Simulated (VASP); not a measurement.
# TlCuF6 (Fm-3m) in VASP: a series of runs

The runs below take TlCuF6 through single point, with LDA.

All numbers are computed with VASP 6.6.1; they aren't measurements. Logs are shortened: lines on timing, memory, paths and dates and some standing lists are left out, and cuts for length are marked.

### 1 The cell of the first run

Symmetry: Fm-3m, No. 225, cubic system. Conventional cell: a = 7.937 Å, b = 7.937 Å, c = 7.937 Å, α = 90.00°, β = 90.00°, γ = 90.00°. Within 2.8 Å of Tl (site symmetry m-3m) lie 6 F at 2.12 Å. Within 2.5 Å of Cu (site symmetry m-3m) lie 6 F at 1.85 Å. Within 2.5 Å of F (site symmetry 4mm) lie 1 Cu at 1.85 Å and 1 Tl at 2.12 Å.

### 2 Single point, LDA

INCAR

```
  ALGO = Normal
  EDIFF = 1E-6
  ENCUT = 600
  GGA = CA
  GGA_COMPAT = F
  ISIF = 2
  ISMEAR = 0
  LASPH = T
  LCHARG = T
  LELF = T
  LREAL = F
  LVHAR = T
  LWAVE = F
  NBANDS = 43
  NELM = 120
  PREC = Accurate
  SIGMA = 0.02
```

KPOINTS

```
k-points
0
Gamma
  5 5 5
```

POSCAR

```
TlCuF6
1.0
    5.6123740214      0.0000000000      0.0000000000
    2.8061870107      4.8604584780      0.0000000000
    2.8061870107      1.6201528260      4.5824841993
Tl Cu F
1 1 6
Direct
    0.0000000000      0.0000000000      0.0000000000
    0.5000000000      0.5000000000      0.5000000000
    0.2666429357      0.2666429357      0.7333570643
    0.2666429357      0.7333570643      0.7333570643
    0.7333570643      0.7333570643      0.2666429357
    0.2666429357      0.7333570643      0.2666429357
    0.7333570643      0.2666429357      0.7333570643
    0.7333570643      0.2666429357      0.2666429357
```

Potentials or basis: VASP PAW LDA potentials, release 64 (Tl_d, Cu, F).

Command:

```
> cat potpaw_LDA.64/Tl_d/POTCAR potpaw_LDA.64/Cu/POTCAR potpaw_LDA.64/F/POTCAR > POTCAR
> mpirun -np 1 vasp_std > vasp.out
```

OUTCAR:

```text
EDIFF = 1E-6
   ENCUT = 600
   GGA = CA
   ISIF = 2
   ISMEAR = 0
   LASPH = T
   LREAL = F
   NELM = 120
   PREC = Accurate

 ion  position               nearest neighbor table
   1  0.000  0.000  0.000-   4 2.12   8 2.12   7 2.12   6 2.12   5 2.12   3 2.12
   2  0.500  0.500  0.500-   4 1.85   8 1.85   7 1.85   6 1.85   5 1.85   3 1.85
   3  0.267  0.267  0.733-   2 1.85   1 2.12
   4  0.267  0.733  0.733-   2 1.85   1 2.12
   5  0.733  0.733  0.267-   2 1.85   1 2.12
   6  0.267  0.733  0.267-   2 1.85   1 2.12
   7  0.733  0.267  0.733-   2 1.85   1 2.12
   8  0.733  0.267  0.267-   2 1.85   1 2.12

  LATTYP: Found a face centered cubic cell.
 ALAT       =     7.9370954581

  Lattice vectors:

 A1 = (   5.6123740214,   0.0000000000,   0.0000000000)
 A2 = (   2.8061870107,   4.8604584780,   0.0000000000)
 A3 = (   2.8061870107,   1.6201528260,   4.5824841993)

Analysis of symmetry for initial positions (statically):
=====================================================================
 Subroutine PRICEL returns:
 Original cell was already a primitive cell.

 Routine SETGRP: Setting up the symmetry group for a
 face centered cubic supercell.

 Subroutine GETGRP returns: Found 48 space group operations
 (whereof 48 operations were pure point group operations)
 out of a pool of 48 trial point group operations.

The static configuration has the point symmetry O_h .

Analysis of symmetry for dynamics (positions and initial velocities):
=====================================================================
 Subroutine PRICEL returns:
 Original cell was already a primitive cell.

 Routine SETGRP: Setting up the symmetry group for a
 face centered cubic supercell.

 Subroutine GETGRP returns: Found 48 space group operations
 (whereof 48 operations were pure point group operations)
 out of a pool of 48 trial point group operations.

The dynamic configuration has the point symmetry O_h .

 Subroutine INISYM returns: Found 48 space group operations
 (whereof 48 operations are pure point group operations),
 and found     1 'primitive' translations

----------------------------------------------------------------------------------------

                                     Primitive cell

  volume of cell :     125.0043

  direct lattice vectors                    reciprocal lattice vectors
     5.612374021  0.000000000  0.000000000     0.178177719 -0.102870954 -0.072740749
     2.806187011  4.860458478  0.000000000     0.000000000  0.205741908 -0.072740749
     2.806187011  1.620152826  4.582484199     0.000000000  0.000000000  0.218222247

  length of vectors
     5.612374021  5.612374021  5.612374021     0.218222247  0.218222247  0.218222247

  position of ions in fractional coordinates (direct lattice)
     0.000000000  0.000000000  0.000000000
     0.500000000  0.500000000  0.500000000
     0.266642936  0.266642936  0.733357064
     0.266642936  0.733357064  0.733357064
     0.733357064  0.733357064  0.266642936
     0.266642936  0.733357064  0.266642936
     0.733357064  0.266642936  0.733357064
     0.733357064  0.266642936  0.266642936

  ion indices of the primitive-cell ions
   primitive index   ion index
                 1           1
                 2           2
                 3           3
                 4           4
                 5           5
                 6           6
                 7           7
                 8           8

----------------------------------------------------------------------------------------

 KPOINTS: k-points

Automatic generation of k-mesh.
 Grid dimensions read from file:
 generate k-points for:    5    5    5

 Generating k-lattice:

  Cartesian coordinates                     Fractional coordinates (reciprocal lattice)
     0.035635544 -0.020574191 -0.014548150     0.200000000  0.000000000  0.000000000
     0.000000000  0.041148382 -0.014548150     0.000000000  0.200000000  0.000000000
     0.000000000  0.000000000  0.043644449     0.000000000  0.000000000  0.200000000

  Length of vectors
     0.043644449  0.043644449  0.043644449

  Shift w.r.t. Gamma in fractional coordinates (k-lattice)
     0.000000000  0.000000000  0.000000000

 Subroutine IBZKPT returns following result:
 ===========================================

 Found     10 irreducible k-points:

 Following reciprocal coordinates:
            Coordinates               Weight
  0.000000  0.000000  0.000000      1.000000
  0.200000 -0.000000 -0.000000      8.000000
  0.400000 -0.000000 -0.000000      8.000000
  0.200000  0.200000  0.000000      6.000000
  0.400000  0.200000 -0.000000     24.000000
 -0.400000  0.200000  0.000000     24.000000
 -0.200000  0.200000  0.000000     12.000000
  0.400000  0.400000 -0.000000      6.000000
 -0.400000  0.400000  0.000000     12.000000
 -0.400000  0.400000  0.200000     24.000000
   k-points           NKPTS =     10   k-points in BZ     NKDIM =     10   number of bands    NBANDS=     43
   number of dos      NEDOS =    301   number of ions     NIONS =      8
   total plane-waves  NPLWV = 110592
   dimension x,y,z NGX =    48 NGY =   48 NGZ =   48
   dimension x,y,z NGXF=    96 NGYF=   96 NGZF=   96
   ions per type =               1   1   6
   NGX,Y,Z   is equivalent  to a cutoff of  14.22, 14.22, 14.22 a.u.
   NGXF,Y,Z  is equivalent  to a cutoff of  28.44, 28.44, 28.44 a.u.
 SYSTEM =  unknown system
   PREC   = accura    normal or accurate (medium, high low for compatibility)
   ISTART =      0    job   : 0-new  1-cont  2-samecut
   ICHARG =      2    charge: 1-file 2-atom 10-const
   ISPIN  =      1    spin polarized calculation?
   LNONCOLLINEAR =      F non collinear calculations
   LSORBIT =      F    spin-orbit coupling
   LASPH  =      T    aspherical Exc in radial PAW
   ENCUT  =  600.0 eV  44.10 Ry    6.64 a.u.  11.21 11.21 11.21*2*pi/ulx,y,z
   NELM   =    120;   NELMIN=  2; NELMDL= -5     # of ELM steps
   EDIFF  = 0.1E-05   stopping-criterion for ELM
   LREAL  =      F    real-space projection
   EDIFFG = 0.1E-04   stopping-criterion for IOM
   NSW    =      0    number of steps for IOM
   IBRION =     -1    ionic relax: 0-MD 1-quasi-New 2-CG
   NFREE  =      0    steps in history (QN), initial steepest desc. (CG)
   ISIF   =      2    stress and relaxation
   ISYM   =      2    0-nonsym 1-usesym 2-fastsym
   POTIM  = 0.5000    time-step for ionic-motion
   TEBEG  =    0.0;   TEEND  =   0.0 temperature during run
   PSTRESS=    0.0 pullay stress
   NELECT =      66.0000    total number of electrons
   NUPDOWN=      -1.0000    fix difference up-down
   EMIN   =  10.00;   EMAX   =-10.00  energy-range for DOS
   EFERMI =   0.00;   METHOD = LEGACY
   ISMEAR =     0;   SIGMA  =   0.02  broadening in eV -4-tet -1-fermi 0-gaus
   EFERMI_NEDOS =   21; number of points for ismear=-14 and -15
   IALGO  =     38    algorithm
   IMIX   =      4    mixing-type and parameters
     AMIX     =   0.40;   BMIX     =  1.00
     AMIX_MAG =   1.60;   BMIX_MAG =  1.00
  volume/ion in A,a.u.               =      15.63       105.45
  Fermi-wavevector in a.u.,A,eV,Ry     =   1.323167  2.500422 23.820671  1.750770
  Thomas-Fermi vector in A             =   2.452794
   LORBIT       =      0    0 simple, 1 ext, 2 COOP (PROOUT), +10 PAW based schemes
   GGA     = CA    functional components
   LHFCALC =     F    Hartree Fock is set to
   AEXX    =    0.0000 exact exchange contribution
   IVDW    =     0    specifies the selected vdW correction
   LEPSILON=     F    determine dielectric tensor
   LRPA    =     F    only Hartree local field effects (RPA)
 non-spin polarized calculation
 Gauss-broadening in eV      SIGMA  =   0.02
  energy-cutoff  :      600.00
  volume of cell :      125.00
 maximum number of plane-waves:      4279
 NGX is ok and might be reduce to    48
   NGX = 23   NGY = 23   NGZ = 23

 number of electron      65.9999999 magnetization

 Free energy of the ion-electron system (eV)
  ---------------------------------------------------
  ext. energy  EPLUGINS =         0.00000000
  ---------------------------------------------------
  free energy    TOTEN  =       -33.31144523 eV

  energy without entropy =      -33.30727134  energy(sigma->0) =      -33.30935828

 E-fermi :  -1.6297     XC(G=0):  -9.1797

 val. band max:       -1.6304367452   @ k =   0.2000   0.2000   0.0000
 cond. band min:      -1.6256886182   @ k =  -0.4000   0.2000   0.0000
 fundamental gap:      0.0047481270
 Fermi energy:        -1.6297416365

 k-point     1 :       0.0000    0.0000    0.0000
  band No.  band energies     occupation
      1     -23.3867      2.00000
      2     -22.6364      2.00000
      3     -22.6364      2.00000
      4     -22.6364      2.00000
      5     -22.6184      2.00000
      6     -22.6184      2.00000
[... 35 lines left out ...]
     42      11.9602      0.00000
     43      11.9602      0.00000

 k-point     2 :       0.2000   -0.0000   -0.0000
  band No.  band energies     occupation
      1     -23.3276      2.00000
      2     -22.7071      2.00000
      3     -22.6772      2.00000
      4     -22.6772      2.00000
      5     -22.5776      2.00000
      6     -22.5776      2.00000
[... 35 lines left out ...]
     42      12.0240      0.00000
     43      12.0240      0.00000

 k-point     3 :       0.4000   -0.0000   -0.0000
  band No.  band energies     occupation
      1     -23.1838      2.00000
      2     -22.8697      2.00000
      3     -22.7073      2.00000
      4     -22.7073      2.00000
      5     -22.5477      2.00000
      6     -22.5477      2.00000
[... 275 lines left out ...]
      6     -22.5774      2.00000
[... 35 lines left out ...]
     42      11.4752      0.00000
     43      12.8571      0.00000

 k-point    10 :      -0.4000    0.4000    0.2000
  band No.  band energies     occupation
      1     -23.1794      2.00000
      2     -22.8596      2.00000
      3     -22.6905      2.00000
      4     -22.6482      2.00000
      5     -22.6250      2.00000
      6     -22.5617      2.00000
[... 35 lines left out ...]
     42      11.8481      0.00000
     43      12.8418      0.00000

------------------------ aborting loop because EDIFF is reached ----------------------------------------

  FORCE on cell =-STRESS in cart. coord.  units (eV):
  Direction    XX          YY          ZZ          XY          YZ          ZX
  --------------------------------------------------------------------------------------
  -------------------------------------------------------------------------------------
  Total        0.1235132      0.1235132      0.1235132     -0.0000000     -0.0000000     -0.0000000
  in kB        1.5830670      1.5830670      1.5830670     -0.0000000     -0.0000000     -0.0000000
  external PRESSURE =       1.5830670 kB  Pullay stress =       0.0000000 kB

 VOLUME and BASIS-vectors are now :
 -----------------------------------------------------------------------------
  energy-cutoff  :      600.00
  volume of cell :      125.00
      direct lattice vectors                 reciprocal lattice vectors
     5.612374021  0.000000000  0.000000000     0.178177719 -0.102870954 -0.072740749
     2.806187011  4.860458478  0.000000000     0.000000000  0.205741908 -0.072740749
     2.806187011  1.620152826  4.582484199     0.000000000  0.000000000  0.218222247

 POSITION                                       TOTAL-FORCE (eV/Angst)
 -----------------------------------------------------------------------------------
      0.00000      0.00000      0.00000        -0.000000     -0.000000      0.000000
      5.61237      3.24031      2.29124        -0.000000     -0.000000      0.000000
      4.30269      2.48416      3.36060        -0.058950     -0.034035      0.048132
      5.61237      4.75260      3.36060        -0.000000      0.068070      0.048132
      6.92206      3.99645      1.22189         0.058950      0.034035     -0.048132
      4.30269      3.99645      1.22189        -0.058950      0.034035     -0.048132
      6.92206      2.48416      3.36060         0.058950     -0.034035      0.048132
      5.61237      1.72801      1.22189        -0.000000     -0.068070     -0.048132
 -----------------------------------------------------------------------------------
    total drift:                                0.000000      0.000000      0.000000

  FREE ENERGIE OF THE ION-ELECTRON SYSTEM (eV)
  ---------------------------------------------------
  free  energy   TOTEN  =       -33.3114452303 eV

  energy  without entropy=      -33.3072713352  energy(sigma->0) =      -33.30935828
```

It took 81 s on 1 thread of AMD EPYC 9R45 (Zen 5), shared host; peak memory 0.26 GiB.

What came out:

* Free energy: -33.3114 eV
* Pressure: 0.2 GPa
* Largest force: 0.083 eV/Å
* Band gap on the k mesh: zero (band 33 reaches -0.89 eV, above the bottom of band 34 at -1.64 eV)

Forces on the atoms (eV/Å):
```
Tl   0.000  0.000  0.000
Cu   0.000  0.000  0.000
F   -0.059 -0.034  0.048
F    0.000  0.068  0.048
F    0.059  0.034 -0.048
F   -0.059  0.034 -0.048
F    0.059 -0.034  0.048
F    0.000 -0.068 -0.048
```

Levels at points of the mesh, in eV from the Fermi level:
| k point | band 31 | band 32 | band 33 | band 34 | band 35 | band 36 |
| --- | --- | --- | --- | --- | --- | --- |
| (0.00, 0.00, 0.00) | -1.31 | -1.31 | 0.74 | 0.74 | 2.19 | 8.37 |

Caveat: spin-orbit coupling is left out, which moves the levels of the heavy elements; semilocal functionals often make such compounds metallic where correlation or magnetic order opens a gap, which also shifts bond lengths. With open d or f shells a metallic result of LDA can be an artefact of self-interaction; +U or a hybrid may open a gap.

### 3 Single point, LDA

INCAR

```
SYSTEM = TlCuF6
ALGO = Normal
EDIFF = 1E-6
ENCUT = 600
GGA = CA
GGA_COMPAT = .FALSE.
ISIF = 2
ISMEAR = 0
LASPH = .TRUE.
LCHARG = .FALSE.
LREAL = .FALSE.
LWAVE = .FALSE.
NBANDS = 43
NELM = 120
PREC = Accurate
SIGMA = 0.02
```

KPOINTS

```
k-points
0
G
  6 6 6
  0 0 0
```

POSCAR is that of step 2.

Potentials or basis: VASP PAW LDA potentials, release 64 (Tl_d, Cu, F).

Command:

```
> cat potpaw_LDA.64/Tl_d/POTCAR potpaw_LDA.64/Cu/POTCAR potpaw_LDA.64/F/POTCAR > POTCAR
> mpirun -np 1 vasp_std > vasp.out
```

It took 2 min on 1 thread of AMD EPYC 9R45 (Zen 5), shared host; peak memory 0.28 GiB.

Results (log left out):

```yaml
Free_energy: -33.3226 eV
Pressure: 0.1 GPa
Largest_force: 0.064 eV/Å
Band_gap_on_the_k_mesh: zero (band 33 reaches -0.89 eV, above the bottom of band 34 at -1.74 eV)
```

Forces in eV/Å, atoms in the order of the input:
```
Tl   0.000  0.000  0.000
Cu   0.000  0.000  0.000
F   -0.045 -0.026  0.037
F    0.000  0.052  0.037
F    0.045  0.026 -0.037
F   -0.045  0.026 -0.037
F    0.045 -0.026  0.037
F    0.000 -0.052 -0.037
```

Levels at points of the mesh, in eV from the Fermi level:
```csv
k point,band 30,band 31,band 32,band 33,band 34,band 35,band 36,band 37
"(0.00, 0.00, 0.00)",-1.41,-1.41,-1.41,0.63,0.63,2.09,8.26,9.91
"(0.50, 0.00, 0.00)",-1.48,-1.36,-1.36,-0.22,-0.22,3.43,7.52,9.66
"(0.50, 0.50, 0.00)",-1.44,-1.42,-1.15,-1.15,0.63,4.24,8.36,9.65
```

Caveat: spin-orbit coupling is left out, which moves the levels of the heavy elements; semilocal functionals often make such compounds metallic where correlation or magnetic order opens a gap, which also shifts bond lengths. With open d or f shells a metallic result of LDA can be an artefact of self-interaction; +U or a hybrid may open a gap.
